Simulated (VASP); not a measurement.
Here is a VASP 6.6.1 calculation.

INCAR

```
SYSTEM = In2GaP3
PREC     = Accurate       ! precision mode
ENCUT    = 600            ! plane-wave cutoff, eV
EDIFF    = 1E-6           ! SCF threshold, eV
ISMEAR   = 0              ! smearing method
SIGMA    = 0.1            ! smearing width, eV
LREAL    = .False.        ! projectors in reciprocal space
LASPH    = .True.         ! aspherical terms in the spheres
NELM     = 60             ! most SCF steps
ALGO     = Normal         ! electronic algorithm
ISIF     = 3              ! what is computed and relaxed
LWAVE    = .False.        ! write WAVECAR
LCHARG   = .False.        ! write CHGCAR
GGA      = PE             ! functional
IBRION   = 2              ! ionic algorithm
NSW      = 80             ! ionic steps
EDIFFG   = -0.025         ! ionic threshold
```

Contents of KPOINTS:

```
Automatic mesh
0
Gamma
  4 2 2
  0 0 0
```

Contents of POSCAR:

```
In2GaP3
1.0
    4.1287007579      0.0523136076     -0.0340430530
    0.0906098264      7.0690897411      0.0210621714
   -0.0836951110      0.0298960702      9.9149877276
In Ga P
4 2 6
Direct
    0.4890417261      0.4988609820      1.0005055510
    0.0063034276      1.0081332226      0.9914463749
    0.4929774760      0.1543553134      0.3377662534
    1.0016583659      0.6626829512      0.3354722872
    0.0141757576      0.3473557536      0.6584209540
    0.5045395273      0.8300995460      0.6660040300
    1.0015246605     -0.0004280171      0.7429037258
    0.5161012704      0.5108765997      0.7290297436
   -0.0152523877      0.3351871401      0.4312904693
    0.4978116750      0.8289437464      0.4317244344
    0.4972832613      0.1609575692      0.0867706443
    0.9938352400      0.6629751930      0.0886655320
```

Potentials or basis: VASP PAW PBE potentials, release 64 (In_d, Ga_d, P).

Command:

```console
$ cat potpaw_PBE.64/In_d/POTCAR potpaw_PBE.64/Ga_d/POTCAR potpaw_PBE.64/P/POTCAR > POTCAR
$ mpirun -np 1 vasp_std > vasp.out
```

Predict the relaxed volume.

24.57 Å³/atom.

Estimate the space group after relaxing (to 0.1 Å).

P3m1 (No. 156).

Estimate the relaxed cell.

a = 4.127 Å, b = 7.094 Å, c = 10.071 Å, α = 90.23°, β = 90.04°, γ = 89.97°.

Estimate the band gap on the k mesh.

0.41 eV.

Final structure:
```
CELL_PARAMETERS angstrom
4.12680 0.00110 -0.00172
0.00177 7.09414 -0.01435
-0.00288 -0.02038 10.07141
ATOMIC_POSITIONS crystal
In 0.49905 0.50026 0.99323
In 0.99949 0.00016 0.99325
In 0.49897 0.16631 0.33926
In 0.99904 0.66558 0.33915
Ga 0.00044 0.33368 0.66638
Ga 0.50304 0.83403 0.66538
P 0.00272 0.00081 0.73722
P 0.50057 0.50102 0.73708
P 0.99889 0.33248 0.43014
P 0.49907 0.83243 0.42938
P 0.49976 0.16691 0.08478
P 0.99896 0.66634 0.08475
```

Caveat: the k points lie up to 0.44 Å⁻¹ apart in the final cell; semilocal functionals underestimate gaps, and a narrow one can read as zero; spin-orbit coupling is left out, which moves the levels of the heavy elements. A k mesh can miss the band edges.
